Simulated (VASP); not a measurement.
A run of VASP 6.6.1:

INCAR

```
ALGO = Normal ; EDIFF = 1E-6
EDIFFG = -0.04 ; ENCUT = 600
GGA = PS ; IBRION = 2
ISIF = 3 ; ISMEAR = 0
ISPIN = 2 ; LASPH = T
LCHARG = F ; LMAXMIX = 4
LORBIT = 11 ; LREAL = F
LWAVE = F ; MAGMOM = 0.3 0.3 0.3
NELM = 150 ; NSW = 90
PREC = Accurate ; SIGMA = 0.1
```

Contents of KPOINTS:

```
k-points
0
Gamma
  6 6 6
```

POSCAR

```
Ni
1.0
    3.2077354665      0.0000000000      0.0000000000
   -1.6038677333      2.7779804027      0.0000000000
    0.0000000000      0.0000000000      3.6392832653
Ni
3
Direct
    0.2254000000      0.0000000000      0.3333333333
    0.0000000000      0.2254000000      0.6666666667
    0.7746000000      0.7746000000      0.0000000000
```

Potentials or basis: VASP PAW PBE potentials, release 64 (Ni).

Run with:

```sh
$ cat potpaw_PBE.64/Ni/POTCAR > POTCAR
$ mpirun -np 1 vasp_std > vasp.out
```

Hardware: 1 thread of Intel(R) Xeon(R) Platinum 8488C (Sapphire Rapids), with other jobs on the host.

**Question.** How long does it take, and how much memory?

**Answer.** Run time: 5.5 min on 1 thread of Intel(R) Xeon(R) Platinum 8488C (Sapphire Rapids), on a shared host, peak memory 0.2 GiB. Counts: scf iterations 156, k points 34, ion steps 15.
